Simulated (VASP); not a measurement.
# EuS (Fm-3m) in VASP: single point with PBEsol+U

Aim: the single point of EuS with PBEsol+U.

All numbers are computed with VASP 6.6.1; they aren't measurements. Logs are shortened: lines on timing, memory, paths and dates and some standing lists are left out, and cuts for length are marked.

### Step 1. The cell of the first run

It takes space group Fm-3m (No. 225, cubic). The conventional cell has a = 6.049 Å, b = 6.049 Å, c = 6.049 Å, α = 90.00°, β = 90.00°, γ = 90.00°. Within 4.0 Å of Eu (site symmetry m-3m) lie 6 S at 3.02 Å. Within 4.0 Å of S (site symmetry m-3m) lie 6 Eu at 3.02 Å.

### Step 2. Single point, PBEsol+U, collinear spin, ferromagnetic start

INCAR

```
ALGO     = Normal         # electronic algorithm
EDIFF    = 1E-6           # SCF threshold, eV
ENCUT    = 600            # plane-wave cutoff, eV
GGA      = PS             # functional
GGA_COMPAT= F            
ISIF     = 2              # what is computed and relaxed
ISMEAR   = -1             # smearing method
ISPIN    = 2              # spin polarisation
ISYM     = 0            
KPAR     = 4            
LASPH    = T              # aspherical terms in the spheres
LCHARG   = T              # write CHGCAR
LDAU     = T              # DFT+U
LDAUJ    = 0 0          
LDAUL    = 3 -1           # shell
LDAUPRINT= 1            
LDAUTYPE = 2            
LDAUU    = 3.25 0         # U, eV
LMAXMIX  = 6              # l up to which the mixer works
LORBIT   = 11             # projections on sites
LREAL    = F              # projectors in reciprocal space
LVHAR    = T            
LWAVE    = F              # write WAVECAR
MAGMOM   = 7.53 7.53 -0.07 -0.07 # initial moments
NBANDS   = 35             # bands
NELM     = 200            # most SCF steps
PREC     = Accurate       # precision mode
SIGMA    = 0.1            # smearing width, eV
```

KPOINTS

```
k-points
0
Gamma
  6 6 6
```

POSCAR

```
EuS
1.0
   -3.0243449500     -6.0486899100     -3.0243449500
   -3.0243449500      0.0000000000     -3.0243449500
    3.0243449500      0.0000000000     -3.0243449500
Eu S
2 2
Direct
    0.0000000000      0.0000000000      0.0000000000
    0.5000000000      0.0000000000      0.5000000000
    0.0000000000      0.5000000000      0.5000000000
    0.5000000000      0.5000000000      0.0000000000
```

Potentials or basis: VASP PAW PBE potentials, release 64 (Eu, S).

Command:

```
$ cat potpaw_PBE.64/Eu/POTCAR potpaw_PBE.64/S/POTCAR > POTCAR
$ mpirun -np 4 vasp_std > vasp.out
```

OUTCAR:

```text
EDIFF = 1E-6
   ENCUT = 600
   GGA = PS
   ISIF = 2
   ISMEAR = -1
   ISPIN = 2
   ISYM = 0
   LASPH = T
   LORBIT = 11
   LREAL = F
   NELM = 200
   PREC = Accurate

 ion  position               nearest neighbor table
   1  0.000  0.000  0.000-   3 3.02   3 3.02   3 3.02   3 3.02   4 3.02   4 3.02
   2  0.500  0.000  0.500-   4 3.02   4 3.02   4 3.02   4 3.02   3 3.02   3 3.02
   3  0.000  0.500  0.500-   1 3.02   1 3.02   1 3.02   1 3.02   2 3.02   2 3.02
   4  0.500  0.500  0.000-   2 3.02   2 3.02   2 3.02   2 3.02   1 3.02   1 3.02

IMPORTANT INFORMATION: All symmetrisations will be switched off!
NOSYMM: (Re-)initialisation of all symmetry stuff for point group C_1.

----------------------------------------------------------------------------------------

                                     Primitive cell

  volume of cell :     110.6506

  direct lattice vectors                    reciprocal lattice vectors
    -3.024344950 -6.048689910 -3.024344950     0.000000000 -0.165325056  0.000000000
    -3.024344950  0.000000000 -3.024344950    -0.165325057  0.165325056 -0.165325057
     3.024344950  0.000000000 -3.024344950     0.165325057  0.000000000 -0.165325057

  length of vectors
     7.408101942  4.277069646  4.277069646     0.165325056  0.286351398  0.233804937

  position of ions in fractional coordinates (direct lattice)
     0.000000000  0.000000000  0.000000000
     0.500000000  1.000000000  0.500000000
     0.000000000  0.500000000  0.500000000
     0.500000000  0.500000000  0.000000000

  ion indices of the primitive-cell ions
   primitive index   ion index
                 1           1
                 2           2
                 3           3
                 4           4

----------------------------------------------------------------------------------------

 KPOINTS: k-points

Automatic generation of k-mesh.
 Grid dimensions read from file:
 generate k-points for:    6    6    6

[... 179 lines left out ...]
  o =  0.9625  v = -0.0001  0.0000 -0.0001 -0.1939 -0.5791 -0.0053  0.7918  0.0000  0.0000  0.0000  0.0000  0.0000  0.0000  0.0000      0.0000  0.0000  0.0000  0.0000  0.0000  0.0000  0.0000  0.0000  0.0000  0.0000  0.0000  0.0000  0.0000  0.0000
  o =  0.9625  v =  0.0001 -0.0000  0.0001 -0.9806  0.1145 -0.0270 -0.1565  0.0000  0.0000  0.0000  0.0000  0.0000  0.0000  0.0000      0.0000  0.0000  0.0000  0.0000  0.0000  0.0000  0.0000  0.0000  0.0000  0.0000  0.0000  0.0000  0.0000  0.0000
  o =  0.9680  v = -0.0000 -1.0000 -0.0000  0.0000  0.0000  0.0000  0.0000  0.0000  0.0000  0.0000  0.0000  0.0000  0.0000  0.0000      0.0000  0.0000  0.0000  0.0000  0.0000  0.0000  0.0000  0.0000  0.0000  0.0000  0.0000  0.0000  0.0000  0.0000
  o =  0.9692  v = -0.6124  0.0000  0.7906  0.0000 -0.0002  0.0001 -0.0002  0.0000  0.0000  0.0000  0.0000  0.0000  0.0000  0.0000      0.0000  0.0000  0.0000  0.0000  0.0000  0.0000  0.0000  0.0000  0.0000  0.0000  0.0000  0.0000  0.0000  0.0000
  o =  0.9693  v =  0.0002 -0.0000 -0.0002 -0.0086 -0.7664  0.3135 -0.5606  0.0000  0.0000  0.0000  0.0000  0.0000  0.0000  0.0000      0.0000  0.0000  0.0000  0.0000  0.0000  0.0000  0.0000  0.0000  0.0000  0.0000  0.0000  0.0000  0.0000  0.0000
  o =  0.9693  v =  0.0000 -0.0001 -0.0000  0.0262 -0.2531 -0.9492 -0.1851  0.0000  0.0000  0.0000  0.0000  0.0000  0.0000  0.0000      0.0000  0.0000  0.0000  0.0000  0.0000  0.0000  0.0000  0.0000  0.0000  0.0000  0.0000  0.0000  0.0000  0.0000

 number of electron      45.9999999 magnetization      13.9952752

 Free energy of the ion-electron system (eV)
  ---------------------------------------------------
  ext. energy  EPLUGINS =         0.00000000
  ---------------------------------------------------
  free energy    TOTEN  =       -39.83712451 eV

  energy without entropy =      -39.80422571  energy(sigma->0) =      -39.82067511

 E-fermi :   3.5710     XC(G=0):  -9.5734

 val. band max:        3.3662131898   @ k =   0.0000   0.0000   0.0000
 cond. band min:       3.6034210688   @ k =   0.3333   0.0000   0.0000
 fundamental gap:      0.2372078790
 Fermi energy:         3.5710214473

 spin component 1

 k-point     1 :       0.0000    0.0000    0.0000
  band No.  band energies     occupation
      1     -37.1768      1.00000
      2     -37.1625      1.00000
      3     -16.2060      1.00000
      4     -16.0792      1.00000
      5     -16.0792      1.00000
      6     -15.9968      1.00000
[... 1817 lines left out ...]
     34      10.7565      0.00000
     35      10.8164      0.00000

 [... further k-points ...]
[... 5 lines left out ...]
  --------------------------------------------------------------------------------------
  -------------------------------------------------------------------------------------
  Total       -3.4977462     -3.5080431     -3.4977602     -0.0000992     -0.0001313      0.0000631
  in kB      -50.6459718    -50.7950666    -50.6461754     -0.0014362     -0.0019007      0.0009132
  external PRESSURE =     -50.6957380 kB  Pullay stress =       0.0000000 kB

 VOLUME and BASIS-vectors are now :
 -----------------------------------------------------------------------------
  energy-cutoff  :      600.00
  volume of cell :      110.65
      direct lattice vectors                 reciprocal lattice vectors
    -3.024344950 -6.048689910 -3.024344950     0.000000000 -0.165325056  0.000000000
    -3.024344950  0.000000000 -3.024344950    -0.165325057  0.165325056 -0.165325057
     3.024344950  0.000000000 -3.024344950     0.165325057  0.000000000 -0.165325057

 POSITION                                       TOTAL-FORCE (eV/Angst)
 -----------------------------------------------------------------------------------
      0.00000      0.00000      0.00000         0.000007      0.000000      0.000005
      0.00000     -3.02434     -3.02434        -0.000012      0.000011     -0.000015
      0.00000      0.00000     -3.02434         0.000001     -0.000005      0.000000
     -3.02434     -3.02434     -3.02434         0.000004     -0.000007      0.000009
 -----------------------------------------------------------------------------------
    total drift:                               -0.000010      0.000026     -0.000018

  FREE ENERGIE OF THE ION-ELECTRON SYSTEM (eV)
  ---------------------------------------------------
  free  energy   TOTEN  =       -39.8371245087 eV

  energy  without entropy=      -39.8042257053  energy(sigma->0) =      -39.82067511

 total charge

# of ion       s       p       d       f       tot
--------------------------------------------------
    1        2.023   5.740   0.247   6.766  14.775
    2        2.023   5.740   0.247   6.766  14.775
    3        1.311   2.399   0.000   0.000   3.710
    4        1.311   2.399   0.000   0.000   3.710
--------------------------------------------------
tot          6.667  16.279   0.493  13.531  36.971

 magnetization (x)

# of ion       s       p       d       f       tot
--------------------------------------------------
    1       -0.013  -0.104   0.058   6.746   6.687
    2       -0.013  -0.104   0.058   6.746   6.687
    3       -0.006  -0.061   0.000   0.000  -0.067
    4       -0.006  -0.061   0.000   0.000  -0.067
--------------------------------------------------
tot         -0.038  -0.330   0.115  13.492  13.239
```

OSZICAR:

```text
N       E                     dE             d eps       ncg     rms          rms(c)
DAV:   1     0.432399932332E+03    0.43240E+03   -0.17729E+04 20689   0.597E+03
DAV:   2     0.957457239899E+02   -0.33665E+03   -0.27889E+03 22985   0.517E+02
DAV:   3    -0.166498411940E+02   -0.11240E+03   -0.10839E+03 23815   0.255E+02
[... 12 lines left out ...]
DAV:  16    -0.398371162005E+02   -0.51441E-04   -0.42102E-04 29144   0.128E-01    0.380E-01
DAV:  17    -0.398371204143E+02   -0.42138E-05   -0.98512E-05 26312   0.534E-01    0.206E-01
DAV:  18    -0.398371216287E+02   -0.12144E-05   -0.46740E-05 24056   0.412E-01    0.155E-01
DAV:  19    -0.398371228167E+02   -0.11880E-05   -0.15159E-05 23000   0.175E-01    0.989E-02
DAV:  20    -0.398371241792E+02   -0.13625E-05   -0.11914E-05 23056   0.290E-02    0.620E-02
DAV:  21    -0.398371245087E+02   -0.32951E-06   -0.24010E-06 16536   0.280E-02
   1 F= -.39837125E+02 E0= -.39820675E+02  d E =-.328988E-01  mag=    13.9952
```

stdout:

```text
POSCAR found type information on POSCAR EuS
 POSCAR found :  2 types and       4 ions
 scaLAPACK will be used
 -----------------------------------------------------------------------------
|                                                                             |
|                                                                             |
|     You enforced a specific xc type in the INCAR file but a different       |
|     I HOPE YOU KNOW WHAT YOU ARE DOING!                                     |
|                                                                             |
 -----------------------------------------------------------------------------

 LDA part: xc-table for (Slater+PW92), standard interpolation
 POSCAR, INCAR and KPOINTS ok, starting setup
 FFT: planning ... GRIDC
 FFT: planning ... GRID_SOFT
 FFT: planning ... GRID
 WAVECAR not read
 entering main loop
```

Wall time 4.4 min (4 MPI ranks of Intel Xeon 6975P-C (Granite Rapids), shared host); peak memory 0.89 GiB.

What came out:

* Free energy: -39.8371 eV
* Pressure: -5.1 GPa
* Band gap on the k mesh: zero (filled and empty bands overlap)
* Net moment: 14.00 μB per cell
* Site moments: Eu +6.69; S -0.07 μB
* Valence electrons inside the program's atomic spheres: Eu 14.78; S 3.71

Eigenvalues of the final occupation matrices:
```csv
site,spin,trace,eigenvalues
site 1 f,1,6.76,0.96 0.96 0.96 0.97 0.97 0.97 0.97
site 1 f,2,0.01,0.00 0.00 0.00 0.00 0.00 0.00 0.00
site 2 f,1,6.76,0.96 0.96 0.96 0.97 0.97 0.97 0.97
site 2 f,2,0.01,0.00 0.00 0.00 0.00 0.00 0.00 0.00
```

Caveat: the cell stands under tension; the PAW data sets were made with another functional, which shifts forces and pressure a little; spin-orbit coupling is left out, which moves the levels of the heavy elements.
